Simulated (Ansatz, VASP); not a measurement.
AlAs: VASP beside Ansatz

File INCAR:

```
  ALGO = Normal
  DIPOL = 0.5 0.5 0.500
  EDIFF = 1E-6
  ENCUT = 520
  GGA = PE
  IDIPOL = 3
  ISIF = 2
  ISMEAR = 0
  LASPH = T
  LCHARG = F
  LDIPOL = T
  LREAL = F
  LWAVE = F
  NBANDS = 36
  NELM = 60
  PREC = Accurate
  SIGMA = 0.05
```

The input KPOINTS:

```
k-points
0
Gamma
  7 5 1
```

The input POSCAR:

```
AlAs
1.0
    4.0502457835      0.0000000000      0.0000000000
    0.0000000000      5.7279125179      0.0000000000
    0.0000000000      0.0000000000     25.1256144587
Al As
6 6
Direct
    0.5000000000      0.5000000000      0.2985001625
    0.0000000000      0.0000000000      0.3791000975
    0.5000000000      0.5000000000      0.4597000325
    0.0000000000      0.0000000000      0.5402999675
    0.5000000000      0.5000000000      0.6208999025
    0.0000000000      0.0000000000      0.7014998375
    0.0000000000      0.7500000000      0.2985001625
    0.5000000000      0.2500000000      0.3791000975
    0.0000000000      0.7500000000      0.4597000325
    0.5000000000      0.2500000000      0.5402999675
    0.0000000000      0.7500000000      0.6208999025
    0.5000000000      0.2500000000      0.7014998375
```

Input for Ansatz:

```yaml
crystal:
  lattice:
    - [4.0502457835, 0.0, 0.0]
    - [0.0, 5.7279125179, 0.0]
    - [0.0, 0.0, 25.1256144587]
  atoms:
    - { symbol: Al, position: [0.5, 0.5, 0.2985001625] }
    - { symbol: As, position: [0.0, 0.75, 0.2985001625] }
    - { symbol: Al, position: [0.0, 0.0, 0.3791000975] }
    - { symbol: As, position: [0.5, 0.25, 0.3791000975] }
    - { symbol: Al, position: [0.5, 0.5, 0.4597000325] }
    - { symbol: As, position: [0.0, 0.75, 0.4597000325] }
    - { symbol: Al, position: [0.0, 0.0, 0.5402999675] }
    - { symbol: As, position: [0.5, 0.25, 0.5402999675] }
    - { symbol: Al, position: [0.5, 0.5, 0.6208999025] }
    - { symbol: As, position: [0.0, 0.75, 0.6208999025] }
    - { symbol: Al, position: [0.0, 0.0, 0.7014998375] }
    - { symbol: As, position: [0.5, 0.25, 0.7014998375] }
basis:
  ecutwfc: 420
kpoints:
  mp_grid: { grid: [7, 5, 1] }
hamiltonian:
  xc: pbe
scf:
  occupations: { method: gaussian, width: 0.05 }
output:
  forces: true
  stress: true
  eigenvalues: true
  write_density: true
  write_potential: true
  elf: true
  volumetric_format: npy
efield:
  axis: 3
  dipole_correction: true
  ramp_width: 0.04
```

Alike in both runs: task single point; functional PBE; k mesh 7 × 5 × 1; occupations gaussian, width 0.05 eV; no spin polarisation.

```csv
,VASP,Ansatz
version,VASP 6.6.1,Ansatz 0.2.0
potentials or method,"VASP PAW PBE potentials, release 64 (Al, As), cutoff 520 eV","scalar-relativistic, plane waves, PAW"
valence electrons in the cell,48,108
```

```csv
,VASP,Ansatz,Ansatz less VASP
gap on the k mesh at the Fermi level (eV),0.69,0.69,+0.006
least direct gap on the mesh (eV),0.78,0.79,+0.004
rms of the force components (eV/Å),0.548,0.550,+0.0019
```

VASP's potentials hold 48 valence electrons a cell and Ansatz's 108, so a difference there can come from the potentials and not from the codes. Ansatz's warnings: xc potential rough in thin density.
